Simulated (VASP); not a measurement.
A run of VASP 6.6.1:

File POSCAR:

```
P
1.0
    1.6477431241     -5.4650377251      0.0000000000
    1.6477431241      5.4650377251      0.0000000000
    0.0000000000      0.0000000000      4.5436355900
P
4
Direct
    0.9041431300      0.0958568700      0.5888151700
    0.0958568700      0.9041431300      0.4111848300
    0.5958568700      0.4041431300      0.0888151700
    0.4041431300      0.5958568700      0.9111848300
```

Contents of INCAR.step1:

```
SYSTEM = P
PREC = Accurate
ENCUT = 520
EDIFF = 1E-7
ISMEAR = -1
SIGMA = 0.05
LREAL = .FALSE.
LASPH = .TRUE.
NELM = 100
ALGO = Normal
ISIF = 2
LWAVE = .FALSE.
LCHARG = .TRUE.
GGA = PS
NBANDS = 18
```

File KPOINTS.step1:

```
regular mesh
0
G
  5 5 4
  0 0 0
```

The input INCAR.step2:

```
SYSTEM = P
PREC = Accurate
ENCUT = 520
EDIFF = 1E-7
ISMEAR = -5
SIGMA = 0.05
LREAL = .FALSE.
LASPH = .TRUE.
NELM = 100
ALGO = Normal
ISIF = 2
LWAVE = .FALSE.
LCHARG = .FALSE.
GGA = PS
LORBIT = 11
NBANDS = 18
NEDOS = 1001
ICHARG = 11
```

Contents of KPOINTS.step2:

```
regular mesh
0
G
  8 8 6
  0 0 0
```

Potentials or basis: VASP PAW PBE potentials, release 64 (P).

Launch:

```console
$ cat potpaw_PBE.64/P/POTCAR > POTCAR
$ cp INCAR.step1 INCAR
$ cp KPOINTS.step1 KPOINTS
$ mpirun -np 1 vasp_std > vasp.out
$ cp INCAR.step2 INCAR
$ cp KPOINTS.step2 KPOINTS
$ mpirun -np 1 vasp_std > vasp.out
```

Hardware: 1 thread of Intel(R) Xeon(R) Platinum 8559C (Emerald Rapids), on a shared host.

Problem. How long does it take, and how much memory?

Solution. Wall time 70 s on 1 thread of Intel(R) Xeon(R) Platinum 8559C (Emerald Rapids), with other jobs on the host, peak memory 0.26 GiB. Counts: k points 84.
